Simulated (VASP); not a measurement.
Here is a VASP 6.6.1 calculation.

The input INCAR:

```
SYSTEM = MgAlPS4
  ALGO = Normal
  EDIFF = 1E-6
  ENCUT = 520
  GGA = PE
  ISIF = 2
  ISMEAR = 0
  LASPH = .TRUE.
  LCHARG = .FALSE.
  LREAL = .FALSE.
  LWAVE = .FALSE.
  NBANDS = 26
  NELM = 60
  PREC = Accurate
  SIGMA = 0.1
```

KPOINTS

```
k-points
0
G
  4 4 4
  0 0 0
```

POSCAR

```
MgAlPS4
1.0
   -2.7815643840      2.7815643840      5.2125831051
    2.7815643840     -2.7815643840      5.2125831051
    2.7815643840      2.7815643840     -5.2125831051
Mg Al P S
1 1 1 4
Direct
    0.5000000000      0.5000000000      0.0000000000
    0.0000000000      0.0000000000      0.0000000000
    0.2500000000      0.7500000000      0.5000000000
    0.3704934722      0.3553772416      0.4677694427
    0.0972759704      0.6295065278     -0.0151162306
    0.6446227584      1.1123922011      1.0151162306
   -0.1123922011      0.9027240296      0.5322305573
```

Potentials or basis: VASP PAW PBE potentials, release 64 (Mg, Al, P, S).

Run with:

```bash
$ cat potpaw_PBE.64/Mg/POTCAR potpaw_PBE.64/Al/POTCAR potpaw_PBE.64/P/POTCAR potpaw_PBE.64/S/POTCAR > POTCAR
$ mpirun -np 1 vasp_std > vasp.out
```

What does it give for the pressure?

0.0 GPa.

What does it give for the band gap on the k mesh?

0.75 eV (least direct gap 1.08 eV).

What does it give for the largest force?

0.017 eV/Å.

Stress tensor (GPa, compression positive):
```
-0.13  0.00  0.00
 0.00 -0.13  0.00
 0.00  0.00  0.12
```

Caveat: semilocal functionals underestimate gaps, and a narrow one can read as zero. A k mesh can miss the band edges.
